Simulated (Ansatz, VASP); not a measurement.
EuO in VASP and in Ansatz

```
Eu O
1.0
     3.63729    0.00000    0.00000
     1.81864    3.14998    0.00000
     1.81864    1.04999    2.96983
Eu O
1 1
Direct
  0.00000 0.00000 0.00000
  0.50000 0.50000 0.50000
```

Alike in both runs: task relaxation of cell and atoms; functional RPBE; k mesh 8 × 8 × 8; collinear spin.

```csv
,VASP,Ansatz
version,VASP 6.6.1,Ansatz 0.2.0
potentials or method,"VASP PAW PBE potentials, release 64 (Eu, O)","plane waves, PAW"
plane-wave cutoff (eV),600,420
occupations,"fermi-dirac, width 0.1 eV",fermi-dirac
valence electrons in the cell,23,23
```

```tsv
	VASP	Ansatz	Ansatz less VASP
net moment per atom (μB)	3.49	3.49	+0.003
size of the moment on the site where the two differ most (μB)	6.59	6.62	+0.032
relaxed volume (Å³/atom)	16.82	16.90	+0.079
relaxed length of the cell vector where the two differ most in proportion (Å)	3.623	3.629	+0.0057
```

VASP's potentials were made for PBE, not for RPBE. Site moments also hang on the region over which each program counts them. Ansatz's warnings: given moment on shells, stress scf threshold loose.

Spin-orbit coupling is off throughout.
